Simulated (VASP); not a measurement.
Write the native input for VASP 6.6.1 that does the following.

| Item | Value |
| --- | --- |
| Task | single point |
| Functional | PBE |
| Dispersion | D3(BJ) |
| Potentials or basis | VASP PAW PBE potentials, release 64 (C) |
| Cutoff | 520 eV |
| k mesh | 15 × 15 × 1 |
| Occupations | gaussian, width 0.1 eV |
| Spin | no spin polarisation |
| Dipole correction | yes |
| Further INCAR settings | ALGO = Normal; EDIFF = 1e-06; NBANDS = 16 |

The structure of C lies in POSCAR:

```
C
1.0
    2.4656524409      0.0000000000      0.0000000000
   -1.2328262205      2.1353176508      0.0000000000
    0.0000000000      0.0000000000     17.5000663883
C
4
Direct
    0.6666666667      0.3333333333      0.2571437784
    0.3333333333      0.6666666667      0.2571418816
    0.6666666667      0.3333333333      0.4605734749
    1.0000000000      0.0000000000      0.4605715781
```

These files were run (other wordings do the same):

INCAR

```
SYSTEM = C
PREC = Accurate ; ENCUT = 520
EDIFF = 1E-6 ; ISMEAR = 0
SIGMA = 0.1 ; LREAL = .FALSE.
LASPH = .TRUE. ; NELM = 100
ALGO = Normal ; ISIF = 2
LWAVE = .FALSE. ; LCHARG = .FALSE.
LDIPOL = .TRUE. ; IDIPOL = 3
DIPOL = 0.5 0.5 0.359 ; GGA = PE
IVDW = 12 ; NBANDS = 16
```

KPOINTS

```
Automatic mesh
0
G
  15 15 1
  0 0 0
```

Potentials or basis: VASP PAW PBE potentials, release 64 (C).

Command:

```sh
$ cat potpaw_PBE.64/C/POTCAR > POTCAR
$ mpirun -np 1 vasp_std > vasp.out
```

Results of the run:

```json
{
  "Largest force": "0.024 eV/Å",
  "Dispersion energy per atom": "-0.115 eV"
}
```

It took 31 s on 1 thread of Intel(R) Xeon(R) 6975P-C (Granite Rapids) (shared host), peak memory 0.21 GiB.
